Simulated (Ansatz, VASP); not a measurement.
**Sb3Br: VASP beside Ansatz**

```
Sb Br
1.0
     0.00000    3.76937    3.76937
     3.76937    0.00000    3.76937
     3.76937    3.76937    0.00000
Sb Br
3 1
Direct
  0.25000 0.25000 0.25000
  0.75000 0.75000 0.75000
  0.50000 0.50000 0.50000
  0.00000 0.00000 0.00000
```

Change from the starting cell: species swapped into the Na3In type (Fm-3m, No. 225).

Alike in both runs: functional PBE; k mesh 10 × 10 × 10; occupations gaussian, width 0.1 eV; no spin polarisation.

Ansatz relaxed the structure, and its values are those at the end. VASP's run is a single point on that final structure, the one shown.

|  | VASP | Ansatz |
| --- | --- | --- |
| version | VASP 6.6.1 | Ansatz 0.2.0 |
| potentials or method | VASP PAW PBE potentials, release 64 (Sb, Br), cutoff 520 eV | scalar-relativistic, plane waves, PAW |
| valence electrons in the cell | 22 | 52 |

|  | VASP | Ansatz | Ansatz less VASP |
| --- | --- | --- | --- |
| gap on the k mesh at the Fermi level (eV) | none | none | - |
| pressure (GPa) | -0.1 | 0.0 | +0.13 |

A gap of «none» marks a metal or a gap that the smearing closes. VASP's potentials hold 22 valence electrons a cell and Ansatz's 52, so a difference there can come from the potentials and not from the codes.

Spin-orbit coupling is off throughout.
